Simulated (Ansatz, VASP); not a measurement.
## ScAl3: VASP beside Ansatz

INCAR

```
SYSTEM = ScAl3
PREC = Accurate ; ENCUT = 520
EDIFF = 1E-6 ; ISMEAR = 0
SIGMA = 0.15 ; LREAL = .False.
LASPH = .True. ; NELM = 100
ALGO = Fast ; ISIF = 2
LWAVE = .False. ; LCHARG = .False.
GGA = PE ; NBANDS = 18
```

File KPOINTS:

```
regular mesh
0
Gamma
  12 12 12
  0 0 0
```

File POSCAR:

```
ScAl3
1.0
    4.2284905147      0.0000000000      0.0000000000
    0.0000000000      3.9821706789      0.0000000000
    0.0000000000      0.0000000000      4.1053305968
Sc Al
1 3
Direct
    0.0000000000      0.0000000000      0.0000000000
    0.5000000000      0.0000000000      0.5000000000
    0.0000000000      0.5000000000      0.5000000000
    0.5000000000      0.5000000000      0.0000000000
```

Input for Ansatz:

```yaml
crystal:
  lattice:
    - [4.2284905147, 0.0, 0.0]
    - [0.0, 3.9821706789, 0.0]
    - [0.0, 0.0, 4.1053305968]
  atoms:
    - { symbol: Sc, position: [0.0, 0.0, 0.0] }
    - { symbol: Al, position: [0.5, 0.0, 0.5] }
    - { symbol: Al, position: [0.0, 0.5, 0.5] }
    - { symbol: Al, position: [0.5, 0.5, 0.0] }
basis:
  ecutwfc: 420
kpoints:
  mp_grid: { grid: [12, 12, 12] }
hamiltonian:
  xc: pbe
scf:
  occupations: { method: gaussian, width: 0.15 }
output:
  forces: true
  stress: true
  eigenvalues: true
```

Change from the starting cell: strain +0.0300 x Voigt [1, -1, 0, 0, 0, 0], atoms carried along.

Alike in both runs: task single point; functional PBE; k mesh 12 × 12 × 12; occupations gaussian, width 0.15 eV; no spin polarisation.

|  | VASP | Ansatz |
| --- | --- | --- |
| version | VASP 6.6.1 | Ansatz 0.2.0 |
| potentials or method | VASP PAW PBE potentials, release 64 (Sc_sv, Al), cutoff 520 eV | scalar-relativistic, plane waves, PAW |
| valence electrons in the cell | 20 | 20 |

```tsv
	VASP	Ansatz	Ansatz less VASP
gap on the k mesh at the Fermi level (eV)	none	none	-
pressure (GPa)	0.3	0.3	0.00
traceless stress, the component that is largest in VASP (GPa)	-4.25	-4.25	+0.006
```

A gap of «none» marks a metal or a gap that the smearing closes.
